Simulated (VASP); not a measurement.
Here is a VASP 6.6.1 calculation.

The input INCAR:

```
SYSTEM = Pd
PREC = Accurate
ENCUT = 520
EDIFF = 1E-6
ISMEAR = -1
SIGMA = 0.08
LREAL = .FALSE.
LASPH = .TRUE.
NELM = 60
ALGO = Normal
ISIF = 2
LWAVE = .FALSE.
LCHARG = .FALSE.
GGA = PE
NBANDS = 11
```

KPOINTS

```
regular mesh
0
G
  19 19 19
  0 0 0
```

The input POSCAR:

```
Pd
1.0
   -1.2860441032      1.2860441032      1.2860441032
    1.2860441032     -1.2860441032      1.2860441032
    1.2860441032      1.2860441032     -1.2860441032
Pd
1
Direct
    0.0000000000      0.0000000000      0.0000000000
```

Potentials or basis: VASP PAW PBE potentials, release 64 (Pd).

The run is started by

```console
$ cat potpaw_PBE.64/Pd/POTCAR > POTCAR
$ mpirun -np 1 vasp_std > vasp.out
```

Problem. What does it give for the band gap on the k mesh?

Solution. Zero (band 5 reaches 24.15 eV, above the bottom of band 6 at 19.75 eV).

Problem. Estimate the pressure.

Solution. 463.9 GPa.
